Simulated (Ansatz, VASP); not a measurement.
# Two plane-wave programs on NiO

File INCAR:

```
ALGO = Normal ; EDIFF = 1E-6
ENCUT = 600 ; GGA = CA
GGA_COMPAT = False ; ISIF = 2
ISMEAR = 0 ; ISPIN = 2
LASPH = True ; LCHARG = False
LDAU = True ; LDAUJ = 0 0
LDAUL = 2 -1 ; LDAUPRINT = 1
LDAUTYPE = 2 ; LDAUU = 4 0
LMAXMIX = 4 ; LORBIT = 11
LREAL = False ; LWAVE = False
MAGMOM = 1.54 -1.54 0 0 ; NBANDS = 36
NELM = 200 ; PREC = Accurate
SIGMA = 0.05
```

KPOINTS

```
k-points
0
Gamma
  8 8 8
```

File POSCAR:

```
NiO
1.0
    0.0000000000      2.0913095100      2.0913095100
    2.0913095100      0.0000000000      2.0913095100
    4.1826190200      4.1826190200      0.0000000000
Ni O
2 2
Direct
    0.0000000000      0.0000000000      0.0000000000
    0.0000000000      0.0000000000      0.5000000000
    0.5000000000      0.5000000000      0.2500000000
    0.5000000000      0.5000000000      0.7500000000
```

Input for Ansatz:

```yaml
crystal:
  lattice:
    - [0.0, 2.09130951, 2.09130951]
    - [2.09130951, 0.0, 2.09130951]
    - [4.18261902, 4.18261902, 0.0]
  atoms:
    - { symbol: Ni, position: [0.0, 0.0, 0.0], spin: 1.64 }
    - { symbol: O, position: [0.5, 0.5, 0.25] }
    - { symbol: Ni, position: [0.0, 0.0, 0.5], spin: -0.66 }
    - { symbol: O, position: [0.5, 0.5, 0.75] }
basis:
  ecutwfc: 420
  ecutrho_ratio: 4
kpoints:
  mp_grid: { grid: [8, 8, 8] }
hamiltonian:
  xc: lda
  hubbard:
    sites: [{ site: 0, l: d, u_eff: 4.0 }, { site: 2, l: d, u_eff: 4.0 }]
scf:
  occupations: { method: gaussian, width: 0.05 }
  lower_state_search: "off"
  max_iter: 150
output:
  forces: true
  stress: true
  eigenvalues: true
  populations: true
  hubbard: { sites: [{ site: 0, l: d }, { site: 2, l: d }] }
magnetization:
  spin_polarized: true
  spin_locking: { lock_spins: true, n_iters: 12 }
```

Alike in both runs: task single point; functional LDA; k mesh 8 × 8 × 8; occupations gaussian, width 0.05 eV; collinear spin; Hubbard terms Ni d U = 4.0 eV.

```csv
,VASP,Ansatz
version,VASP 6.6.1,Ansatz 0.2.0
potentials or method,"VASP PAW LDA potentials, release 64 (Ni_sv_GW, O), cutoff 600 eV","scalar-relativistic, plane waves, PAW"
valence electrons in the cell,48,48
```

VASP gave:

```
gap on the k mesh at the Fermi level (eV)                     : 2.38
least direct gap on the mesh (eV)                             : 2.81
pressure (GPa)                                                : -15.4
net moment per atom (μB)                                      : 0.00
size of the moment on the site where the two differ most (μB) : 1.59
```

Q: Estimate Ansatz's values.

A: gap on the k mesh at the Fermi level (eV): 2.18; least direct gap on the mesh (eV): 2.65; pressure (GPa): -12.2; net moment per atom (μB): 0.00; size of the moment on the site where the two differ most (μB): 1.54.

LDA's correlation is that of Perdew and Zunger in VASP and of Perdew and Wang (1992) in Ansatz. Site moments also hang on the region over which each program counts them. The programs project onto different local orbitals, so the same U acts differently, and such runs can settle in different states. Ansatz's warnings: stress scf threshold loose.
